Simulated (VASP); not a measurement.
# Sn: electric field gradients with PBE

The system is Sn.

```
CELL_PARAMETERS angstrom
-2.92554 2.92554 1.59593
2.92554 -2.92554 1.59593
2.92554 2.92554 -1.59593
ATOMIC_POSITIONS crystal
Sn 0.00000 0.00000 0.00000
Sn 0.75000 0.25000 0.50000
```

* Program: VASP 6.6.1
* Task: electric field gradients
* Functional: PBE
* Potentials or basis: VASP PAW PBE potentials, release 64 (Sn_d)
* Cutoff: 520 eV
* k mesh: 15 × 15 × 15
* Occupations: fermi-dirac, width 0.05 eV
* Spin: no spin polarisation
* Dipole correction: no
* Further INCAR settings: ALGO = Normal; EDIFF = 1e-08; NBANDS = 21

```yaml
Pressure: 2.0 GPa
Band_gap_on_the_k_mesh: zero (bands 14 and 15 overlap by 4.27 eV)
Largest_electric_field_gradient_by_atom: Sn +43.9 V/Å²
```

Stress tensor (GPa, compression positive):
```
2.34 0.00 0.00
0.00 2.34 0.00
0.00 0.00 1.35
```

Levels at points of the mesh, in eV from the Fermi level:
```
           k point  band 10  band 11  band 12  band 13  band 14  band 15  band 16  band 17  band 18  band 19
(0.00, 0.00, 0.00)   -21.16   -11.08    -3.64    -1.95    -1.95     2.99     6.21     6.21     6.78     6.88
```

Electric field gradients, principal values (V/Å²):
```csv
atom,least,middle,greatest (by size)
1 Sn,-21.938,-21.941,43.880
2 Sn,-21.938,-21.941,43.880
```

Wall time 7.3 min on 1 thread of Intel(R) Xeon(R) Platinum 8488C (Sapphire Rapids) (shared host), peak memory 0.39 GiB.

Caveat: without QUAD_EFG the Cq values of the log hold for a quadrupole moment of 1 mb, not for the nuclei; spin-orbit coupling is left out, which moves the levels of the heavy elements.
